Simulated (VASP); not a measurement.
Set up this calculation in VASP 6.6.1, as the native input.

```
Task                   : single point
Functional             : PBE
Potentials or basis    : VASP PAW PBE potentials, release 64 (Ta_pv, Au)
Cutoff                 : 520 eV
k mesh                 : 4 × 4 × 4
Occupations            : gaussian, width 0.1 eV
Spin                   : no spin polarisation
Dipole correction      : no
Further INCAR settings : ALGO = Normal; EDIFF = 1e-06; NBANDS = 36
```

The structure of Ta2Au3 lies in POSCAR:

```
Ta2Au3
1.0
    4.9400660300      0.0000000000      0.0000000000
    0.0000000000      4.9400660300      0.0000000000
    0.0000000000      0.0000000000      4.9400660300
Ta Au
2 3
Direct
    0.5000000000      0.5000000000      0.5000000000
    0.0000000000      0.0000000000      0.0000000000
    0.0000000000      0.5000000000      0.5000000000
    0.5000000000      0.0000000000      0.5000000000
    0.5000000000      0.5000000000      0.0000000000
```

One way to write it, as run:

INCAR

```
SYSTEM = Ta2Au3
PREC = Accurate
ENCUT = 520
EDIFF = 1E-6
ISMEAR = 0
SIGMA = 0.1
LREAL = .False.
LASPH = .True.
NELM = 100
ALGO = Normal
ISIF = 2
LWAVE = .False.
LCHARG = .False.
GGA = PE
NBANDS = 36
```

KPOINTS

```
regular mesh
0
Gamma
  4 4 4
  0 0 0
```

Potentials or basis: VASP PAW PBE potentials, release 64 (Ta_pv, Au).

Launch:

```console
$ cat potpaw_PBE.64/Ta_pv/POTCAR potpaw_PBE.64/Au/POTCAR > POTCAR
$ mpirun -np 1 vasp_std > vasp.out
```

It gave:

The pressure is 0.3 GPa.

It took 22 s on 1 thread of Intel(R) Xeon(R) 6975P-C (Granite Rapids), on a shared host, peak memory 0.24 GiB.
